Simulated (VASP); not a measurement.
# TePb (rocksalt type) (Fm-3m) in VASP: single point with PBE

Aim: the single point of TePb (rocksalt type) with PBE.

Program: VASP 6.6.1. These are calculated values, not measurements. Logs are shortened: lines on timing, memory, paths and dates and some standing lists are left out, and cuts for length are marked.

## (1) The cell of the first run

The structure is cubic, space group Fm-3m (No. 225). Conventional cell: a = 6.567 Å, b = 6.567 Å, c = 6.567 Å, α = 90.00°, β = 90.00°, γ = 90.00°. Pb (site symmetry m-3m) has 6 Te at 3.28 Å within 4.3 Å. Te (site symmetry m-3m) has 6 Pb at 3.28 Å within 4.3 Å.

## (2) Single point, PBE

The input, INCAR:

```
SYSTEM = TePb
  PREC = Accurate
  ENCUT = 520
  EDIFF = 1E-6
  ISMEAR = -1
  SIGMA = 0.02
  LREAL = .FALSE.
  LASPH = .TRUE.
  NELM = 100
  ALGO = Normal
  ISIF = 2
  LWAVE = .FALSE.
  LCHARG = .FALSE.
  GGA = PE
  NBANDS = 28
```

The input, KPOINTS:

```
regular mesh
0
G
  6 6 4
  0 0 0
```

The input, POSCAR:

```
TePb
1.0
    3.2835709897      3.2835709897      0.0000000000
   -3.2835709897      3.2835709897      0.0000000000
    0.0000000000      0.0000000000      6.5671419794
Pb Te
2 2
Direct
    0.0000000000      0.0000000000      0.0000000000
    0.5000000000      0.5000000000      0.5000000000
    0.5000000000      0.5000000000      0.0000000000
    0.0000000000      0.0000000000      0.5000000000
```

Potentials or basis: VASP PAW PBE potentials, release 64 (Pb_d, Te).

Launch:

```sh
$ cat potpaw_PBE.64/Pb_d/POTCAR potpaw_PBE.64/Te/POTCAR > POTCAR
$ mpirun -np 1 vasp_std > vasp.out
```

OUTCAR:

```text
SYSTEM = TePb
   PREC = Accurate
   ENCUT = 520
   EDIFF = 1E-6
   ISMEAR = -1
   LREAL = .FALSE.
   LASPH = .TRUE.
   NELM = 100
   ISIF = 2
   GGA = PE

 ion  position               nearest neighbor table
   1  0.000  0.000  0.000-   3 3.28   4 3.28   4 3.28   3 3.28   3 3.28   3 3.28
   2  0.500  0.500  0.500-   3 3.28   4 3.28   3 3.28   4 3.28   4 3.28   4 3.28
   3  0.500  0.500  0.000-   1 3.28   2 3.28   2 3.28   1 3.28   1 3.28   1 3.28
   4  0.000  0.000  0.500-   1 3.28   2 3.28   1 3.28   2 3.28   2 3.28   2 3.28

  LATTYP: Found a simple tetragonal cell.
 ALAT       =     4.6436706266
 C/A-ratio  =     1.4142135624

  Lattice vectors:

 A1 = (   3.2835709897,   3.2835709897,   0.0000000000)
 A2 = (  -3.2835709897,   3.2835709897,   0.0000000000)
 A3 = (   0.0000000000,   0.0000000000,   6.5671419794)

Analysis of symmetry for initial positions (statically):
=====================================================================
 Subroutine PRICEL returns following result:

  LATTYP: Found a face centered cubic cell.
 ALAT       =     6.5671419794

  Lattice vectors:

 A1 = (   0.0000000000,  -3.2835709897,  -3.2835709897)
 A2 = (   3.2835709897,   0.0000000000,  -3.2835709897)
 A3 = (   3.2835709897,  -3.2835709897,  -0.0000000000)

   2 primitive cells build up your supercell.

 Routine SETGRP: Setting up the symmetry group for a
 simple tetragonal supercell.

 Subroutine GETGRP returns: Found 16 space group operations
 (whereof 16 operations were pure point group operations)
 out of a pool of 16 trial point group operations.

The static configuration has the point symmetry D_4h.

Analysis of symmetry for dynamics (positions and initial velocities):
=====================================================================
 Subroutine PRICEL returns following result:

  LATTYP: Found a face centered cubic cell.
 ALAT       =     6.5671419794

  Lattice vectors:

 A1 = (   0.0000000000,  -3.2835709897,  -3.2835709897)
 A2 = (   3.2835709897,   0.0000000000,  -3.2835709897)
 A3 = (   3.2835709897,  -3.2835709897,  -0.0000000000)

   2 primitive cells build up your supercell.

 Routine SETGRP: Setting up the symmetry group for a
 simple tetragonal supercell.

 Subroutine GETGRP returns: Found 16 space group operations
 (whereof 16 operations were pure point group operations)
 out of a pool of 16 trial point group operations.

The dynamic configuration has the point symmetry D_4h.

 Subroutine INISYM returns: Found 16 space group operations
 (whereof 16 operations are pure point group operations),
 and found     2 'primitive' translations

----------------------------------------------------------------------------------------

                                     Primitive cell

  volume of cell :      70.8059

  direct lattice vectors                    reciprocal lattice vectors
     0.000000000 -3.283570990 -3.283570990    -0.152273242 -0.152273242 -0.152273242
     3.283570990  0.000000000 -3.283570990     0.152273242  0.152273242 -0.152273242
     3.283570990 -3.283570990 -0.000000000     0.152273242 -0.152273242  0.152273242

  length of vectors
     4.643670627  4.643670627  4.643670627     0.263744992  0.263744992  0.263744992

  position of ions in fractional coordinates (direct lattice)
     0.000000000  0.000000000  0.000000000
     0.500000000  0.500000000  0.500000000

  ion indices of the primitive-cell ions
   primitive index   ion index
                 1           1
                 2           4

----------------------------------------------------------------------------------------

 KPOINTS: regular mesh

Automatic generation of k-mesh.
 Grid dimensions read from file:
 generate k-points for:    6    6    4

 Generating k-lattice:

  Cartesian coordinates                     Fractional coordinates (reciprocal lattice)
     0.025378874  0.025378874  0.000000000     0.166666667  0.000000000  0.000000000
    -0.025378874  0.025378874  0.000000000     0.000000000  0.166666667  0.000000000
     0.000000000  0.000000000  0.038068311     0.000000000  0.000000000  0.250000000

  Length of vectors
     0.035891147  0.035891147  0.038068311

  Shift w.r.t. Gamma in fractional coordinates (k-lattice)
     0.000000000  0.000000000  0.000000000

 Subroutine IBZKPT returns following result:
 ===========================================

 Found     30 irreducible k-points:

 Following reciprocal coordinates:
            Coordinates               Weight
  0.000000  0.000000  0.000000      1.000000
  0.166667  0.000000  0.000000      4.000000
  0.333333  0.000000  0.000000      4.000000
  0.500000  0.000000  0.000000      2.000000
  0.166667  0.166667  0.000000      4.000000
  0.333333  0.166667  0.000000      8.000000
[... 16 lines left out ...]
  0.333333  0.000000  0.500000      4.000000
  0.500000  0.000000  0.500000      2.000000
 [... further k-points ...]
   k-points           NKPTS =     30   k-points in BZ     NKDIM =     30   number of bands    NBANDS=     28
   number of dos      NEDOS =    301   number of ions     NIONS =      4
   total plane-waves  NPLWV =  64800
   dimension x,y,z NGX =    36 NGY =   36 NGZ =   50
   dimension x,y,z NGXF=    72 NGYF=   72 NGZF=  100
   ions per type =               2   2
   NGX,Y,Z   is equivalent  to a cutoff of  12.89, 12.89, 12.66 a.u.
   NGXF,Y,Z  is equivalent  to a cutoff of  25.78, 25.78, 25.31 a.u.
 SYSTEM =  TePb
   PREC   = accura    normal or accurate (medium, high low for compatibility)
   ISTART =      0    job   : 0-new  1-cont  2-samecut
   ICHARG =      2    charge: 1-file 2-atom 10-const
   ISPIN  =      1    spin polarized calculation?
   LNONCOLLINEAR =      F non collinear calculations
   LSORBIT =      F    spin-orbit coupling
   LASPH  =      T    aspherical Exc in radial PAW
   ENCUT  =  520.0 eV  38.22 Ry    6.18 a.u.   8.63  8.63 12.21*2*pi/ulx,y,z
   NELM   =    100;   NELMIN=  2; NELMDL= -5     # of ELM steps
   EDIFF  = 0.1E-05   stopping-criterion for ELM
   LREAL  =      F    real-space projection
   EDIFFG = 0.1E-04   stopping-criterion for IOM
   NSW    =      0    number of steps for IOM
   IBRION =     -1    ionic relax: 0-MD 1-quasi-New 2-CG
   NFREE  =      0    steps in history (QN), initial steepest desc. (CG)
   ISIF   =      2    stress and relaxation
   ISYM   =      2    0-nonsym 1-usesym 2-fastsym
   POTIM  = 0.5000    time-step for ionic-motion
   TEBEG  =    0.0;   TEEND  =   0.0 temperature during run
   PSTRESS=    0.0 pullay stress
   NELECT =      40.0000    total number of electrons
   NUPDOWN=      -1.0000    fix difference up-down
   EMIN   =  10.00;   EMAX   =-10.00  energy-range for DOS
   EFERMI =   0.00;   METHOD = LEGACY
   ISMEAR =    -1;   SIGMA  =   0.02  broadening in eV -4-tet -1-fermi 0-gaus
   EFERMI_NEDOS =   21; number of points for ismear=-14 and -15
   IALGO  =     38    algorithm
   IMIX   =      4    mixing-type and parameters
     AMIX     =   0.40;   BMIX     =  1.00
     AMIX_MAG =   1.60;   BMIX_MAG =  1.00
  volume/ion in A,a.u.               =      35.40       238.91
  Fermi-wavevector in a.u.,A,eV,Ry     =   1.074142  2.029834 15.698148  1.153781
  Thomas-Fermi vector in A             =   2.209962
   LORBIT       =      0    0 simple, 1 ext, 2 COOP (PROOUT), +10 PAW based schemes
   GGA     = PE    functional components
   LHFCALC =     F    Hartree Fock is set to
   AEXX    =    0.0000 exact exchange contribution
   IVDW    =     0    specifies the selected vdW correction
   LEPSILON=     F    determine dielectric tensor
   LRPA    =     F    only Hartree local field effects (RPA)
 non-spin polarized calculation
  energy-cutoff  :      520.00
  volume of cell :      141.61
 maximum number of plane-waves:      3848
 NGX is ok and might be reduce to    36
   NGX = 17   NGY = 17   NGZ = 25

 number of electron      39.9999993 magnetization

 Free energy of the ion-electron system (eV)
  ---------------------------------------------------
  ext. energy  EPLUGINS =         0.00000000
  ---------------------------------------------------
  free energy    TOTEN  =       -15.04153825 eV

  energy without entropy =      -15.04153825  energy(sigma->0) =      -15.04153825

 E-fermi :   5.4225     XC(G=0):  -9.0843

 val. band max:        5.0067477023   @ k =   0.5000   0.0000   0.5000
 cond. band min:       5.8369765976   @ k =   0.5000   0.0000   0.5000
 fundamental gap:      0.8302288953
 Fermi energy:         5.4225251482

 k-point     1 :       0.0000    0.0000    0.0000
  band No.  band energies     occupation
      1     -11.6867      2.00000
      2     -11.6400      2.00000
      3     -11.6393      2.00000
      4     -11.6379      2.00000
      5     -11.6332      2.00000
      6     -11.6332      2.00000
[... 20 lines left out ...]
     27      10.9191      0.00000
     28      10.9198      0.00000

 k-point     2 :       0.1667    0.0000    0.0000
  band No.  band energies     occupation
      1     -11.6808      2.00000
      2     -11.6404      2.00000
      3     -11.6400      2.00000
      4     -11.6365      2.00000
      5     -11.6330      2.00000
      6     -11.6325      2.00000
[... 20 lines left out ...]
     27      10.6943      0.00000
     28      11.0757      0.00000

 k-point     3 :       0.3333    0.0000    0.0000
  band No.  band energies     occupation
      1     -11.6674      2.00000
      2     -11.6450      2.00000
      3     -11.6446      2.00000
      4     -11.6405      2.00000
      5     -11.6317      2.00000
      6     -11.6282      2.00000
[... 20 lines left out ...]
     27      10.9909      0.00000
     28      11.1656      0.00000

 k-point     4 :       0.5000    0.0000    0.0000
  band No.  band energies     occupation
      1     -11.6539      2.00000
      2     -11.6539      2.00000
      3     -11.6459      2.00000
      4     -11.6459      2.00000
      5     -11.6277      2.00000
      6     -11.6277      2.00000
[... 578 lines left out ...]
     27      10.0123      0.00000
     28      10.0123      0.00000

 k-point    23 :       0.3333    0.0000    0.5000
  band No.  band energies     occupation
      1     -11.6525      2.00000
      2     -11.6525      2.00000
      3     -11.6461      2.00000
      4     -11.6461      2.00000
      5     -11.6304      2.00000
      6     -11.6304      2.00000
[... 20 lines left out ...]
     27      11.6793      0.00000
     28      11.6793      0.00000

 k-point    24 :       0.5000    0.0000    0.5000
  band No.  band energies     occupation
      1     -11.6509      2.00000
      2     -11.6509      2.00000
      3     -11.6497      2.00000
      4     -11.6497      2.00000
      5     -11.6306      2.00000
      6     -11.6306      2.00000
[... 20 lines left out ...]
     27      13.3491      0.00000
     28      13.3491      0.00000

 [... further k-points ...]

------------------------ aborting loop because EDIFF is reached ----------------------------------------

  FORCE on cell =-STRESS in cart. coord.  units (eV):
  Direction    XX          YY          ZZ          XY          YZ          ZX
  --------------------------------------------------------------------------------------
  -------------------------------------------------------------------------------------
  Total       -0.0849083     -0.0849083      0.1708553      0.0000000     -0.0000000      0.0000000
  in kB       -0.9606423     -0.9606423      1.9330359      0.0000000     -0.0000000      0.0000000
  external PRESSURE =       0.0039171 kB  Pullay stress =       0.0000000 kB

 VOLUME and BASIS-vectors are now :
 -----------------------------------------------------------------------------
  energy-cutoff  :      520.00
  volume of cell :      141.61
      direct lattice vectors                 reciprocal lattice vectors
     3.283570990  3.283570990  0.000000000     0.152273242  0.152273242  0.000000000
    -3.283570990  3.283570990  0.000000000    -0.152273242  0.152273242  0.000000000
     0.000000000  0.000000000  6.567141979     0.000000000  0.000000000  0.152273242

 POSITION                                       TOTAL-FORCE (eV/Angst)
 -----------------------------------------------------------------------------------
      0.00000      0.00000      0.00000         0.000000      0.000000     -0.000000
      0.00000      3.28357      3.28357        -0.000000      0.000000      0.000000
      0.00000      3.28357      0.00000         0.000000     -0.000000     -0.000000
      0.00000      0.00000      3.28357         0.000000     -0.000000     -0.000000
 -----------------------------------------------------------------------------------
    total drift:                               -0.000000      0.000000      0.000000

  FREE ENERGIE OF THE ION-ELECTRON SYSTEM (eV)
  ---------------------------------------------------
  free  energy   TOTEN  =       -15.0415382488 eV

  energy  without entropy=      -15.0415382488  energy(sigma->0) =      -15.04153825
```

It took 68 s on 1 thread of AMD EPYC 9R45 (Zen 5), shared host; peak memory 0.26 GiB.

What came out:

| Quantity | Value |
| --- | --- |
| Free energy | -15.0415 eV |
| Pressure | 0.0 GPa |
| Band gap on the k mesh | 0.83 eV |

Levels at points of the mesh, in eV from the valence-band top:
| k point | band 17 | band 18 | band 19 | band 20 | band 21 | band 22 | band 23 | band 24 |
| --- | --- | --- | --- | --- | --- | --- | --- | --- |
| (0.00, 0.00, 0.00) | -2.52 | -1.16 | -1.16 | -1.16 | 3.51 | 4.03 | 4.03 | 4.03 |
| (0.50, 0.00, 0.00) | -0.90 | -0.90 | -0.53 | -0.53 | 1.69 | 1.69 | 1.85 | 1.85 |
| (0.50, 0.50, 0.00) | -2.52 | -2.52 | -2.52 | -2.52 | 3.50 | 3.50 | 5.31 | 5.31 |
| (0.00, 0.00, 0.50) | -1.91 | -1.91 | -1.23 | -1.23 | 2.55 | 2.55 | 4.25 | 4.25 |
| (0.50, 0.00, 0.50) | -0.73 | -0.73 | 0.00 | 0.00 | 0.83 | 0.83 | 1.39 | 1.39 |
| (0.50, 0.50, 0.50) | -3.44 | -3.44 | -0.28 | -0.28 | 1.73 | 1.73 | 5.21 | 5.21 |

Caveat: spin-orbit coupling is left out, which moves the levels of the heavy elements. A k mesh can miss the band edges.
